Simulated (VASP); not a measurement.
Li2H:

```
Li H
1.0
     3.19398    0.00000    0.00000
     0.00000    3.19398    0.00000
     0.00000    0.00000    5.32019
Li H
4 2
Direct
  0.00000 0.00000 0.00000
  0.50000 0.50000 0.00000
  0.50000 0.00000 0.67000
  0.00000 0.50000 0.33000
  0.50000 0.00000 0.26500
  0.00000 0.50000 0.73500
```

The cell was built from a structure type or drawn by symmetry, and may not be a known phase.

```yaml
Program: VASP 6.6.1
Task: relaxation of cell and atoms
Functional: PBE
Potentials_or_basis: VASP PAW PBE potentials, release 64 (Li_sv, H_h)
Cutoff: 910 eV
k_mesh: 6 × 6 × 4
Occupations: gaussian, width 0.1 eV
Spin: no spin polarisation
```

At the start: pressure 11.2 GPa; volume 9.05 Å³/atom.

Problem. Where does the relaxation end?

Solution. Over 19 steps the energy falls by 476.2 meV/atom and the volume is 11.24 Å³/atom (+24.2 %); space group P4/nmm (No. 129, to 0.1 Å) before, P4/mmm (No. 123, to 0.1 Å).

The path:
```tsv
step	energy change (eV)	largest force (eV/Å)	pressure (GPa)	volume (Å³)
1	0.0000	1.8239	11.25	54.27
2	-0.5643	1.1893	6.08	59.42
3	-1.0605	0.3776	-0.96	72.71
4	-1.0632	0.3761	-1.20	73.51
5	-1.1907	0.4127	-1.32	73.11
6	-1.5606	0.5708	-1.04	71.44
7	-1.7670	1.6969	2.36	65.95
8	-1.8089	1.3059	1.14	67.42
9	-1.9021	1.2751	1.14	67.50
10	-2.1476	1.2328	1.13	67.63
11	-2.4714	1.0486	1.23	67.47
12	-1.9335	0.6319	3.73	65.28
13	-2.3980	1.0907	1.76	67.11
14	-2.6960	0.2948	0.03	68.98
15	-2.7457	0.0596	-0.45	69.88
16	-2.7356	0.3050	-0.94	71.67
17	-2.7563	0.1242	-0.74	70.71
18	-2.8091	0.0704	-0.55	69.71
19	-2.8569	0.0166	0.22	67.43
```

Final structure:
```xyz
6
Lattice="4.0077 0.0000 0.0000 0.0000 4.0077 0.0000 0.0000 0.0000 4.1979" Properties=species:S:1:pos:R:3 pbc="T T T"
Li    0.0000    0.0000    0.0000
Li    2.0039    2.0039    0.0000
Li    2.0039    0.0000    2.0906
Li    0.0000    2.0039    2.1073
H     2.0039    0.0000    4.1932
H     0.0000    2.0039    0.0048
```

Caveat: the volume moved by over 15 % at a fixed basis, so the end points are rough.
